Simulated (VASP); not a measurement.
# VH4 (Im-3m) in VASP: single point with PBE

Aim: the single point of VH4 with PBE.

Everything below comes from runs of VASP 6.6.1. Logs are shortened: lines on timing, memory, paths and dates and some standing lists are left out, and cuts for length are marked.

### Step 1. The cell of the first run

The structure is cubic, space group Im-3m (No. 229). The conventional cell has a = 4.109 Å, b = 4.109 Å, c = 4.109 Å, α = 90.00°, β = 90.00°, γ = 90.00°. Within 2.4 Å of V (site symmetry m-3m) lie 8 H at 1.78 Å. Within 2.4 Å of H (site symmetry -3m) lie 2 V at 1.78 Å and 6 H at 2.05 Å.

### Step 2. Single point, PBE, collinear spin, ferromagnetic start

The input, INCAR:

```
SYSTEM = VH4
  PREC = Accurate
  ENCUT = 520
  EDIFF = 1E-7
  ISMEAR = 0
  SIGMA = 0.1
  LREAL = .FALSE.
  LASPH = .TRUE.
  NELM = 150
  ALGO = Normal
  ISIF = 2
  LWAVE = .FALSE.
  LCHARG = .TRUE.
  ISPIN = 2
  MAGMOM = 0.94 0 0 0 0
  LORBIT = 11
  LMAXMIX = 4
  GGA = PE
  LELF = .TRUE.
  LVHAR = .TRUE.
  NBANDS = 20
```

The input, KPOINTS:

```
Automatic mesh
0
G
  14 14 14
  0 0 0
```

The input, POSCAR:

```
VH4
1.0
   -2.0542725669      2.0542725669      2.0542725669
    2.0542725669     -2.0542725669      2.0542725669
    2.0542725669      2.0542725669     -2.0542725669
V H
1 4
Direct
    0.0000000000      0.0000000000      0.0000000000
    0.0000000000      0.0000000000      0.5000000000
    0.5000000000      0.0000000000      0.0000000000
    0.5000000000      0.5000000000      0.5000000000
    0.0000000000      0.5000000000      0.0000000000
```

Potentials or basis: VASP PAW PBE potentials, release 64 (V_sv, H).

On the command line:

```console
$ cat potpaw_PBE.64/V_sv/POTCAR potpaw_PBE.64/H/POTCAR > POTCAR
$ mpirun -np 1 vasp_std > vasp.out
```

OUTCAR:

```text
SYSTEM = VH4
   PREC = Accurate
   ENCUT = 520
   EDIFF = 1E-7
   ISMEAR = 0
   LREAL = .FALSE.
   LASPH = .TRUE.
   NELM = 150
   ISIF = 2
   ISPIN = 2
   LORBIT = 11
   GGA = PE

 ion  position               nearest neighbor table
   1  0.000  0.000  0.000-   2 1.78   3 1.78   4 1.78   5 1.78   2 1.78   5 1.78   3 1.78   4 1.78

   2  0.000  0.000  0.500-   1 1.78   1 1.78
   3  0.500  0.000  0.000-   1 1.78   1 1.78
   4  0.500  0.500  0.500-   1 1.78   1 1.78
   5  0.000  0.500  0.000-   1 1.78   1 1.78

  LATTYP: Found a body centered cubic cell.
 ALAT       =     4.1085451338

  Lattice vectors:

 A1 = (  -2.0542725669,   2.0542725669,   2.0542725669)
 A2 = (   2.0542725669,  -2.0542725669,   2.0542725669)
 A3 = (   2.0542725669,   2.0542725669,  -2.0542725669)

Analysis of symmetry for initial positions (statically):
=====================================================================
 Subroutine PRICEL returns:
 Original cell was already a primitive cell.

 Routine SETGRP: Setting up the symmetry group for a
 body centered cubic supercell.

 Subroutine GETGRP returns: Found 48 space group operations
 (whereof 48 operations were pure point group operations)
 out of a pool of 48 trial point group operations.

The static configuration has the point symmetry O_h .

Analysis of symmetry for dynamics (positions and initial velocities):
=====================================================================
 Subroutine PRICEL returns:
 Original cell was already a primitive cell.

 Routine SETGRP: Setting up the symmetry group for a
 body centered cubic supercell.

 Subroutine GETGRP returns: Found 48 space group operations
 (whereof 48 operations were pure point group operations)
 out of a pool of 48 trial point group operations.

The dynamic configuration has the point symmetry O_h .

Analysis of structural, dynamic, and magnetic symmetry:
=====================================================================
 Subroutine PRICEL returns:
 Original cell was already a primitive cell.

 Routine SETGRP: Setting up the symmetry group for a
 body centered cubic supercell.

 Subroutine GETGRP returns: Found 48 space group operations
 (whereof 48 operations were pure point group operations)
 out of a pool of 48 trial point group operations.

The overall configuration has the point symmetry O_h .

 Subroutine INISYM returns: Found 48 space group operations
 (whereof 48 operations are pure point group operations),
 and found     1 'primitive' translations

----------------------------------------------------------------------------------------

                                     Primitive cell

  volume of cell :      34.6764

  direct lattice vectors                    reciprocal lattice vectors
    -2.054272567  2.054272567  2.054272567     0.000000000  0.243395160  0.243395160
     2.054272567 -2.054272567  2.054272567     0.243395160  0.000000000  0.243395160
     2.054272567  2.054272567 -2.054272567     0.243395160  0.243395160  0.000000000

  length of vectors
     3.558104458  3.558104458  3.558104458     0.344212736  0.344212736  0.344212736

  position of ions in fractional coordinates (direct lattice)
     0.000000000  0.000000000  0.000000000
     0.000000000  0.000000000  0.500000000
     0.500000000  0.000000000  0.000000000
     0.500000000  0.500000000  0.500000000
     0.000000000  0.500000000  0.000000000

  ion indices of the primitive-cell ions
   primitive index   ion index
                 1           1
                 2           2
                 3           3
                 4           4
                 5           5

----------------------------------------------------------------------------------------

 KPOINTS: Automatic mesh

Automatic generation of k-mesh.
 Grid dimensions read from file:
 generate k-points for:   14   14   14

 Generating k-lattice:

  Cartesian coordinates                     Fractional coordinates (reciprocal lattice)
     0.000000000  0.017385369  0.017385369     0.071428571  0.000000000  0.000000000
     0.017385369  0.000000000  0.017385369     0.000000000  0.071428571  0.000000000
     0.017385369  0.017385369  0.000000000     0.000000000  0.000000000  0.071428571

  Length of vectors
     0.024586624  0.024586624  0.024586624

  Shift w.r.t. Gamma in fractional coordinates (k-lattice)
     0.000000000  0.000000000  0.000000000

 Subroutine IBZKPT returns following result:
 ===========================================

 Found    104 irreducible k-points:

 Following reciprocal coordinates:
            Coordinates               Weight
  0.000000  0.000000  0.000000      1.000000
  0.071429  0.000000  0.000000     12.000000
  0.142857  0.000000  0.000000     12.000000
  0.214286  0.000000  0.000000     12.000000
  0.285714  0.000000  0.000000     12.000000
  0.357143  0.000000  0.000000     12.000000
[... 16 lines left out ...]
  0.285714  0.285714  0.000000     24.000000
  0.357143  0.285714  0.000000     24.000000
 [... further k-points ...]
   k-points           NKPTS =    104   k-points in BZ     NKDIM =    104   number of bands    NBANDS=     20
   number of dos      NEDOS =    301   number of ions     NIONS =      5
   total plane-waves  NPLWV =  21952
   dimension x,y,z NGX =    28 NGY =   28 NGZ =   28
   dimension x,y,z NGXF=    56 NGYF=   56 NGZF=   56
   ions per type =               1   4
   NGX,Y,Z   is equivalent  to a cutoff of  13.08, 13.08, 13.08 a.u.
   NGXF,Y,Z  is equivalent  to a cutoff of  26.16, 26.16, 26.16 a.u.
 SYSTEM =  VH4
   PREC   = accura    normal or accurate (medium, high low for compatibility)
   ISTART =      0    job   : 0-new  1-cont  2-samecut
   ICHARG =      2    charge: 1-file 2-atom 10-const
   ISPIN  =      2    spin polarized calculation?
   LNONCOLLINEAR =      F non collinear calculations
   LSORBIT =      F    spin-orbit coupling
   LASPH  =      T    aspherical Exc in radial PAW
   ENCUT  =  520.0 eV  38.22 Ry    6.18 a.u.   6.62  6.62  6.62*2*pi/ulx,y,z
   NELM   =    150;   NELMIN=  2; NELMDL= -5     # of ELM steps
   EDIFF  = 0.1E-06   stopping-criterion for ELM
   LREAL  =      F    real-space projection
   EDIFFG = 0.1E-05   stopping-criterion for IOM
   NSW    =      0    number of steps for IOM
   IBRION =     -1    ionic relax: 0-MD 1-quasi-New 2-CG
   NFREE  =      0    steps in history (QN), initial steepest desc. (CG)
   ISIF   =      2    stress and relaxation
   ISYM   =      2    0-nonsym 1-usesym 2-fastsym
   POTIM  = 0.5000    time-step for ionic-motion
   TEBEG  =    0.0;   TEEND  =   0.0 temperature during run
   PSTRESS=    0.0 pullay stress
   NELECT =      17.0000    total number of electrons
   NUPDOWN=      -1.0000    fix difference up-down
   EMIN   =  10.00;   EMAX   =-10.00  energy-range for DOS
   EFERMI =   0.00;   METHOD = LEGACY
   ISMEAR =     0;   SIGMA  =   0.10  broadening in eV -4-tet -1-fermi 0-gaus
   EFERMI_NEDOS =   21; number of points for ismear=-14 and -15
   IALGO  =     38    algorithm
   IMIX   =      4    mixing-type and parameters
     AMIX     =   0.40;   BMIX     =  1.00
     AMIX_MAG =   1.60;   BMIX_MAG =  1.00
  volume/ion in A,a.u.               =       6.94        46.80
  Fermi-wavevector in a.u.,A,eV,Ry     =   1.290862  2.439375 22.671716  1.666324
  Thomas-Fermi vector in A             =   2.422667
   LORBIT       =     11    0 simple, 1 ext, 2 COOP (PROOUT), +10 PAW based schemes
   GGA     = PE    functional components
   LHFCALC =     F    Hartree Fock is set to
   AEXX    =    0.0000 exact exchange contribution
   IVDW    =     0    specifies the selected vdW correction
   LEPSILON=     F    determine dielectric tensor
   LRPA    =     F    only Hartree local field effects (RPA)
 spin polarized calculation
 Gauss-broadening in eV      SIGMA  =   0.10
  energy-cutoff  :      520.00
  volume of cell :       34.68
 maximum number of plane-waves:       959
   NGX = 13   NGY = 13   NGZ = 13

 number of electron      17.0000011 magnetization       1.3653665

 Free energy of the ion-electron system (eV)
  ---------------------------------------------------
  ext. energy  EPLUGINS =         0.00000000
  ---------------------------------------------------
  free energy    TOTEN  =       -20.38915084 eV

  energy without entropy =      -20.36773932  energy(sigma->0) =      -20.37844508

 E-fermi :   2.6814     XC(G=0): -10.1174

 val. band max:        2.6737178176   @ k =  -0.2857   0.3571   0.1429
 cond. band min:       2.6857975876   @ k =  -0.3571   0.5000   0.0714
 fundamental gap:      0.0120797700
 Fermi energy:         2.6813539499

 spin component 1

 k-point     1 :       0.0000    0.0000    0.0000
  band No.  band energies     occupation
      1     -62.1127      1.00000
      2     -35.9239      1.00000
      3     -35.9239      1.00000
      4     -35.9239      1.00000
      5      -6.2318      1.00000
      6      -0.4325      1.00000
[... 541 lines left out ...]
     19      21.7834      0.00000
     20      22.8241      0.00000

 [... further k-points ...]

 spin component 2

 k-point     1 :       0.0000    0.0000    0.0000
  band No.  band energies     occupation
      1     -60.8746      1.00000
      2     -34.6938      1.00000
      3     -34.6938      1.00000
      4     -34.6938      1.00000
      5      -6.0100      1.00000
      6      -0.1002      1.00000
[... 541 lines left out ...]
     19      21.9181      0.00000
     20      23.4139      0.00000

 [... further k-points ...]

------------------------ aborting loop because EDIFF is reached ----------------------------------------

  FORCE on cell =-STRESS in cart. coord.  units (eV):
  Direction    XX          YY          ZZ          XY          YZ          ZX
  --------------------------------------------------------------------------------------
  -------------------------------------------------------------------------------------
  Total       -0.0157189     -0.0157189     -0.0157189      0.0000000     -0.0000000      0.0000000
  in kB       -0.7262704     -0.7262704     -0.7262704      0.0000000     -0.0000000      0.0000000
  external PRESSURE =      -0.7262704 kB  Pullay stress =       0.0000000 kB

 VOLUME and BASIS-vectors are now :
 -----------------------------------------------------------------------------
  energy-cutoff  :      520.00
  volume of cell :       34.68
      direct lattice vectors                 reciprocal lattice vectors
    -2.054272567  2.054272567  2.054272567     0.000000000  0.243395160  0.243395160
     2.054272567 -2.054272567  2.054272567     0.243395160  0.000000000  0.243395160
     2.054272567  2.054272567 -2.054272567     0.243395160  0.243395160  0.000000000

 POSITION                                       TOTAL-FORCE (eV/Angst)
 -----------------------------------------------------------------------------------
      0.00000      0.00000      0.00000        -0.000000     -0.000000     -0.000000
      1.02714      1.02714     -1.02714        -0.000000     -0.000000      0.000000
     -1.02714      1.02714      1.02714        -0.000000     -0.000000     -0.000000
      1.02714      1.02714      1.02714         0.000000      0.000000     -0.000000
      1.02714     -1.02714      1.02714         0.000000      0.000000      0.000000
 -----------------------------------------------------------------------------------
    total drift:                               -0.000000     -0.000000     -0.000000

  FREE ENERGIE OF THE ION-ELECTRON SYSTEM (eV)
  ---------------------------------------------------
  free  energy   TOTEN  =       -20.3891508447 eV

  energy  without entropy=      -20.3677393153  energy(sigma->0) =      -20.37844508

 total charge

# of ion       s       p       d       tot
------------------------------------------
    1        2.267   6.228   2.970  11.465
    2        0.548   0.009   0.000   0.557
    3        0.548   0.009   0.000   0.557
    4        0.548   0.009   0.000   0.557
    5        0.548   0.009   0.000   0.557
--------------------------------------------------
tot          4.458   6.263   2.970  13.692

 magnetization (x)

# of ion       s       p       d       tot
------------------------------------------
    1        0.013   0.008   1.200   1.220
    2       -0.009   0.002   0.000  -0.007
    3       -0.009   0.002   0.000  -0.007
    4       -0.009   0.002   0.000  -0.007
    5       -0.009   0.002   0.000  -0.007
--------------------------------------------------
tot         -0.023   0.016   1.200   1.193
```

Run time: 2.5 min. Hardware: 1 thread of Intel Xeon Platinum 8259CL at 2.50GHz (Skylake/Cascade Lake), shared host; peak memory 0.24 GiB.

What came out:

- Free energy: -20.3892 eV
- Pressure: -0.1 GPa
- Net moment: 1.37 μB per cell
- Site moments: V +1.22; H -0.01 μB
- Valence electrons inside the program's atomic spheres: V 11.46; H 0.56

Levels at points of the mesh, in eV from the Fermi level:
Spin up:
```tsv
k point	band 6	band 7	band 8	band 9	band 10	band 11	band 12	band 13
(0.00, 0.00, 0.00)	-3.11	-3.11	-3.11	0.12	0.12	7.57	7.57	7.57
(0.50, 0.00, 0.00)	-4.65	-3.70	-0.21	0.11	0.39	0.65	1.50	6.97
(0.50, 0.50, 0.50)	-2.91	-2.91	-1.52	-1.52	0.51	0.51	0.51	4.93
```
Spin down:
| k point | band 4 | band 5 | band 6 | band 7 | band 8 | band 9 | band 10 | band 11 | band 12 | band 13 |
| --- | --- | --- | --- | --- | --- | --- | --- | --- | --- | --- |
| (0.00, 0.00, 0.00) | -37.38 | -8.69 | -2.78 | -2.78 | -2.78 | 1.95 | 1.95 | 7.96 | 7.96 | 7.96 |
| (0.50, 0.00, 0.00) | -37.37 | -5.55 | -4.50 | -3.40 | 0.46 | 1.36 | 1.49 | 1.92 | 2.21 | 7.42 |
| (0.50, 0.50, 0.50) | -37.42 | -2.82 | -2.82 | -2.82 | -0.17 | -0.17 | 1.22 | 1.22 | 1.22 | 4.84 |
